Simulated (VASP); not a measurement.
A run of VASP 6.6.1 is set up as follows.

File INCAR:

```
ALGO = Normal
EDIFF = 1E-7
EDIFFG = -0.002
ENCUT = 600
GGA = CA
IBRION = 2
ISIF = 3
ISMEAR = 0
LASPH = True
LCHARG = False
LREAL = False
LWAVE = False
NELM = 60
NSW = 100
PREC = Accurate
SIGMA = 0.02
```

File KPOINTS:

```
k-points
0
Gamma
  8 8 8
```

The input POSCAR:

```
NaCl
1.0
    0.0000000000      2.8100000000      2.8100000000
    2.8100000000      0.0000000000      2.8100000000
    2.8100000000      2.8100000000      0.0000000000
Na Cl
1 1
Direct
    0.0000000000      0.0000000000      0.0000000000
    0.5000000000      0.5000000000      0.5000000000
```

Potentials or basis: VASP PAW LDA potentials, release 64 (Na_pv, Cl).

Run with:

```console
$ cat potpaw_LDA.64/Na_pv/POTCAR potpaw_LDA.64/Cl/POTCAR > POTCAR
$ mpirun -np 1 vasp_std > vasp.out
```

Q: Predict the relaxed cell.

A: a = 3.865 Å, b = 3.865 Å, c = 3.865 Å, α = 60.00°, β = 60.00°, γ = 60.00°.

Q: Estimate the relaxed volume.

A: 20.41 Å³/atom.

Q: What does it give for the space group after relaxing (to 0.05 Å)?

A: Fm-3m (No. 225).

Final structure:
```yaml
crystal:
  lattice:
    - [0.00000, 2.73267, 2.73267]
    - [2.73267, 0.00000, 2.73267]
    - [2.73267, 2.73267, 0.00000]
  atoms:
    - { symbol: Na, position: [0.00000, 0.00000, 0.00000] }
    - { symbol: Cl, position: [0.50000, 0.50000, 0.50000] }
```

LDA usually gives volumes a few per cent too small. Zero-point motion and thermal expansion aren't in these numbers.
